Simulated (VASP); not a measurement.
A run of VASP 6.6.1:

The input INCAR:

```
SYSTEM = AgCl
PREC = Accurate
ENCUT = 520
EDIFF = 1E-8
ISMEAR = -1
SIGMA = 0.01
LREAL = .False.
LASPH = .True.
NELM = 80
ALGO = Normal
ISIF = 2
LWAVE = .False.
LCHARG = .False.
GGA = PS
LEFG = .True.
NBANDS = 16
```

KPOINTS

```
Automatic mesh
0
Gamma
  9 9 9
  0 0 0
```

Contents of POSCAR:

```
AgCl
1.0
    3.4339730000      0.0171698650      0.0171698650
    0.0171698650      3.4339730000      0.0171698650
    0.0171698650      0.0171698650      3.4339730000
Ag Cl
1 1
Direct
    0.0000000000      0.0000000000      0.0000000000
    0.5000000000      0.5000000000      0.5000000000
```

Potentials or basis: VASP PAW PBE potentials, release 64 (Ag, Cl).

Run with:

```sh
$ cat potpaw_PBE.64/Ag/POTCAR potpaw_PBE.64/Cl/POTCAR > POTCAR
$ mpirun -np 1 vasp_std > vasp.out
```

Hardware: 1 thread of Intel(R) Xeon(R) Platinum 8175M CPU @ 2.50GHz (Skylake/Cascade Lake), with other jobs on the host.

Question: How long does it take, and how much memory?

Answer: Wall time 48 s on 1 thread of Intel(R) Xeon(R) Platinum 8175M CPU @ 2.50GHz (Skylake/Cascade Lake) (shared host), peak memory 0.19 GiB. Counts: scf iterations 13, k points 85.
